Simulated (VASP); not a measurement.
Input of a VASP 6.6.1 run:

The input INCAR:

```
SYSTEM = Bi
PREC = Accurate
ENCUT = 600
EDIFF = 1E-6
ISMEAR = -1
SIGMA = 0.05
LREAL = .FALSE.
LASPH = .TRUE.
NELM = 60
ALGO = Normal
ISIF = 3
LWAVE = .FALSE.
LCHARG = .FALSE.
GGA = RP
IVDW = 12
IBRION = 2
NSW = 60
EDIFFG = -0.01
```

The input KPOINTS:

```
Automatic mesh
0
G
  9 9 9
  0 0 0
```

File POSCAR:

```
Bi
1.0
   -1.9814305318      1.9814305318      1.9814305318
    1.9814305318     -1.9814305318      1.9814305318
    1.9814305318      1.9814305318     -1.9814305318
Bi
1
Direct
    0.0000000000      0.0000000000      0.0000000000
```

Potentials or basis: VASP PAW PBE potentials, release 64 (Bi_d).

Launch:

```sh
$ cat potpaw_PBE.64/Bi_d/POTCAR > POTCAR
$ mpirun -np 1 vasp_std > vasp.out
```

Task: Predict the space group after relaxing (to 0.05 Å).

Result: Im-3m (No. 229).

Task: What does it give for the relaxed cell?

Result: a = 3.081 Å, b = 3.081 Å, c = 3.081 Å, α = 109.47°, β = 109.47°, γ = 109.47°.

Task: What does it give for the dispersion energy per atom?

Result: -4.308 eV.

Task: Predict the relaxed volume.

Result: 22.51 Å³/atom.

Step by step:
```csv
step,energy change (eV),largest force (eV/Å),pressure (GPa),volume (Å³)
1,0.0000,0.0000,-20.72,31.12
2,0.6901,0.0000,101.50,16.29
3,-0.7774,0.0000,-3.76,23.12
4,-0.7837,0.0000,-1.48,22.74
5,-0.7847,0.0000,0.03,22.51
```

Caveat: the volume moved by over 15 % at a fixed basis, so the end points are rough; the PAW data sets were made with another functional, which shifts forces and pressure a little; pairwise dispersion overbinds metals, which lowers pressure and volume.
